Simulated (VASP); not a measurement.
# Si16B (a cell with a defect) in VASP: single point with PBE+D3(BJ)

Aim: the single point of Si16B (a cell with a defect) with PBE+D3(BJ).

All numbers are computed with VASP 6.6.1; they aren't measurements. Logs are shortened: lines on timing, memory, paths and dates and some standing lists are left out, and cuts for length are marked.

## 1. The cell of the first run

The cell holds a defect, 17 atoms: a = 7.679 Å, b = 7.679 Å, c = 7.679 Å, α = 60.00°, β = 60.00°, γ = 60.00°.

## 2. Single point, PBE+D3(BJ), collinear spin, ferromagnetic start

File INCAR:

```
SYSTEM = Si16B
PREC = Accurate ; ENCUT = 520
EDIFF = 1E-6 ; ISMEAR = -1
SIGMA = 0.02 ; LREAL = Auto
LASPH = .True. ; NELM = 150
ALGO = Normal ; ISIF = 2
LWAVE = .False. ; LCHARG = .False.
ISPIN = 2 ; MAGMOM = 0 0 0 0 0 0 0 0 0 0 0 0 0 0 0 0 1
LORBIT = 11 ; GGA = PE
IVDW = 12 ; NBANDS = 52
```

File KPOINTS:

```
regular mesh
0
Gamma
  2 2 2
  0 0 0
```

File POSCAR:

```
Si16B
1.0
    0.0000000000      5.4300000000      5.4300000000
    5.4300000000      0.0000000000      5.4300000000
    5.4300000000      5.4300000000      0.0000000000
Si B
16 1
Direct
    0.0095287488     -0.0032999122     -0.0031358634
    0.1223712621      0.1269109301      0.1283681595
   -0.0002828053     -0.0005762152      0.5003562105
    0.1222818593      0.1268678536      0.6223292058
   -0.0008340462      0.4994144399      0.0022454937
    0.1230674493      0.6222901316      0.1272296944
   -0.0009121043      0.4993951957      0.4990215612
    0.1247291957      0.6233547295      0.6258515555
    0.4977316184     -0.0026332466     -0.0018309456
    0.6260186243      0.1288100008      0.1229040075
    0.4975200515     -0.0027906413      0.5072702191
    0.6275851298      0.1270483049      0.6227181463
    0.4964664363      0.5109330154     -0.0036924941
    0.6271382268      0.6220331840      0.1280253240
    0.5009132327      0.4994324308      0.4997882652
    0.6270455244      0.6219998905      0.6228356512
    0.3773217962      0.8852215086      0.8695272090
```

Potentials or basis: VASP PAW PBE potentials, release 64 (Si, B).

Launch:

```bash
$ cat potpaw_PBE.64/Si/POTCAR potpaw_PBE.64/B/POTCAR > POTCAR
$ mpirun -np 1 vasp_std > vasp.out
```

OUTCAR:

```text
SYSTEM = Si16B
   PREC = Accurate
   ENCUT = 520
   EDIFF = 1E-6
   ISMEAR = -1
   LREAL = Auto
   LASPH = .True.
   NELM = 150
   ISIF = 2
   ISPIN = 2
   LORBIT = 11
   GGA = PE
   IVDW = 12
 IVDW          = 12

 ion  position               nearest neighbor table
   1  0.010  0.997  0.997-  17 2.31   6 2.35   4 2.35   2 2.35  10 2.40
   2  0.122  0.127  0.128-   3 2.33   5 2.34   1 2.35   9 2.35
   3  1.000  0.999  0.500-   4 2.33   2 2.33  12 2.33   8 2.36
   4  0.122  0.127  0.622-   3 2.33   7 2.34   1 2.35  11 2.35
   5  0.999  0.499  0.002-   6 2.33  14 2.33   2 2.34   8 2.36
   6  0.123  0.622  0.127-   5 2.33   7 2.33  13 2.34   1 2.35
   7  0.999  0.499  0.499-   6 2.33  16 2.33   4 2.34   8 2.36
   8  0.125  0.623  0.626-   3 2.36  15 2.36   5 2.36   7 2.36
   9  0.498  0.997  0.998-  17 2.27  14 2.35   2 2.35  12 2.35  10 2.41
  10  0.626  0.129  0.123-  13 2.40   1 2.40  11 2.41   9 2.41
  11  0.498  0.997  0.507-  17 2.27  16 2.35   4 2.35  12 2.35  10 2.41
  12  0.628  0.127  0.623-   3 2.33  15 2.33  11 2.35   9 2.35
  13  0.496  0.511  0.996-   6 2.34  16 2.34  14 2.34  17 2.35  10 2.40
  14  0.627  0.622  0.128-  15 2.33   5 2.33  13 2.34   9 2.35
  15  0.501  0.499  0.500-  16 2.33  14 2.33  12 2.33   8 2.36
  16  0.627  0.622  0.623-  15 2.33   7 2.33  13 2.34  11 2.35
  17  0.377  0.885  0.870-   9 2.27  11 2.27   1 2.31  13 2.35

  LATTYP: Found a face centered cubic cell.
 ALAT       =    10.8600000000

  Lattice vectors:

 A1 = (   0.0000000000,   5.4300000000,   5.4300000000)
 A2 = (   5.4300000000,   0.0000000000,   5.4300000000)
 A3 = (   5.4300000000,   5.4300000000,   0.0000000000)

Analysis of symmetry for initial positions (statically):
=====================================================================
 Subroutine PRICEL returns:
 Original cell was already a primitive cell.

 Routine SETGRP: Setting up the symmetry group for a
 face centered cubic supercell.

 Subroutine GETGRP returns: Found  1 space group operations
 (whereof  1 operations were pure point group operations)
 out of a pool of 48 trial point group operations.

The static configuration has the point symmetry C_1 .

Analysis of symmetry for dynamics (positions and initial velocities):
=====================================================================
 Subroutine PRICEL returns:
 Original cell was already a primitive cell.

 Routine SETGRP: Setting up the symmetry group for a
 face centered cubic supercell.

 Subroutine GETGRP returns: Found  1 space group operations
 (whereof  1 operations were pure point group operations)
 out of a pool of 48 trial point group operations.

The dynamic configuration has the point symmetry C_1 .

Analysis of structural, dynamic, and magnetic symmetry:
[... 173 lines left out ...]

 E-fermi :   6.3595     XC(G=0):  -9.5683

 val. band max:        6.2381607839   @ k =   0.0000   0.5000   0.0000
 cond. band min:       6.4789427683   @ k =   0.0000   0.0000   0.0000
 fundamental gap:      0.2407819843
 Fermi energy:         6.3595263321

 spin component 1

 k-point     1 :       0.0000    0.0000    0.0000
  band No.  band energies     occupation
      1      -6.2737      1.00000
      2      -3.8766      1.00000
      3      -3.8227      1.00000
      4      -3.8124      1.00000
      5      -3.7920      1.00000
      6      -2.4364      1.00000
[... 373 lines left out ...]
     44      10.0313      0.00000
     45      10.1937      0.00000
 Fermi energy:         6.3595263321

 spin component 2

 k-point     1 :       0.0000    0.0000    0.0000
  band No.  band energies     occupation
      1      -6.2737      1.00000
      2      -3.8766      1.00000
      3      -3.8227      1.00000
      4      -3.8124      1.00000
      5      -3.7920      1.00000
      6      -2.4364      1.00000
[... 373 lines left out ...]
     44      10.0313      0.00000
     45      10.1937      0.00000
 [bands above 45 left out]

------------------------ aborting loop because EDIFF is reached ----------------------------------------

 Edisp (eV)   -5.33991

 E8    (eV) :    -2.1984

  FORCE on cell =-STRESS in cart. coord.  units (eV):
  Direction    XX          YY          ZZ          XY          YZ          ZX
  --------------------------------------------------------------------------------------
  -------------------------------------------------------------------------------------
  Total       0.98701     0.98968     0.97256     0.14741     0.05991    -0.04227
  in kB       4.93861     4.95195     4.86630     0.73760     0.29977    -0.21151
  external pressure =        4.92 kB  Pullay stress =        0.00 kB

 VOLUME and BASIS-vectors are now :
 -----------------------------------------------------------------------------
  energy-cutoff  :      520.00
  volume of cell :      320.21
      direct lattice vectors                 reciprocal lattice vectors
     0.000000000  5.430000000  5.430000000    -0.092081031  0.092081031  0.092081031
     5.430000000  0.000000000  5.430000000     0.092081031 -0.092081031  0.092081031
     5.430000000  5.430000000  0.000000000     0.092081031  0.092081031 -0.092081031

 POSITION                                       TOTAL-FORCE (eV/Angst)
 -----------------------------------------------------------------------------------
     10.82505      5.46471      5.46382        -0.002826     -0.000813     -0.004410
      1.38617      1.36152      1.35360        -0.022966     -0.015005      0.024474
      8.14381      8.14540     10.85534        -0.003534      0.007939      0.005949
      4.06814      4.04324      1.35288         0.015924      0.021886      0.027700
      2.72401      5.43766      8.13729        -0.027716      0.002800     -0.005554
      4.06989      1.35911      4.04729         0.024518     -0.021075      0.000545
[... 9 lines left out ...]
      6.75946      6.78685      6.78232         0.013475     -0.014818      0.043990
      9.52829      6.77039      6.85561         0.004191     -0.007521     -0.000010
 -----------------------------------------------------------------------------------
    total drift:                                0.000455     -0.000053      0.003834

  FREE ENERGIE OF THE ION-ELECTRON SYSTEM (eV)
  ---------------------------------------------------
  free  energy   TOTEN  =       -93.9588880543 eV

  energy  without entropy=      -93.9586768726  energy(sigma->0) =      -93.95878246

 total charge

# of ion       s       p       d       tot
------------------------------------------
    1        0.738   0.944   0.000   1.682
    2        0.757   0.931   0.000   1.688
    3        0.743   0.956   0.000   1.699
    4        0.757   0.932   0.000   1.689
    5        0.741   0.957   0.000   1.698
    6        0.755   0.939   0.000   1.694
[... 9 lines left out ...]
   16        0.756   0.935   0.000   1.692
   17        0.824   0.764   0.000   1.589
--------------------------------------------------
tot         12.806  15.814   0.000  28.621

 magnetization (x)

# of ion       s       p       d       tot
------------------------------------------
    1       -0.000  -0.000   0.000  -0.000
    2        0.000  -0.000   0.000  -0.000
    3        0.000   0.000   0.000   0.000
    4       -0.000  -0.000   0.000  -0.000
    5        0.000   0.000   0.000   0.000
    6       -0.000  -0.000   0.000  -0.000
[... 9 lines left out ...]
   16       -0.000  -0.000   0.000  -0.000
   17       -0.000  -0.000   0.000  -0.000
--------------------------------------------------
tot         -0.000  -0.000   0.000  -0.000
```

Run time: 6.5 min. Hardware: 1 thread of AMD EPYC 9R14 (Zen 4), shared host; peak memory 0.67 GiB.

What came out:

- Free energy: -93.9589 eV
- Pressure: 0.5 GPa
- Largest force: 0.058 eV/Å
- Net moment: 0.00 μB per cell
- Valence electrons inside the program's atomic spheres: Si 1.68, 1.69, 1.70, 1.67; B 1.59
- Dispersion energy per atom: -0.314 eV

Forces in eV/Å, atoms in the order of the input:
```
Si  -0.003 -0.001 -0.004
Si  -0.023 -0.015  0.024
Si  -0.004  0.008  0.006
Si   0.016  0.022  0.028
Si  -0.028  0.003 -0.006
Si   0.025 -0.021  0.001
Si  -0.003  0.029 -0.008
Si  -0.003 -0.002 -0.024
Si   0.018  0.021  0.000
Si  -0.027  0.029 -0.042
Si  -0.019 -0.017 -0.005
Si   0.007 -0.008 -0.033
Si   0.006 -0.009  0.003
Si   0.015 -0.015  0.041
Si   0.004 -0.001 -0.024
Si   0.013 -0.015  0.044
B    0.004 -0.008  0.000
```

Caveat: the k points lie up to 0.50 Å⁻¹ apart.
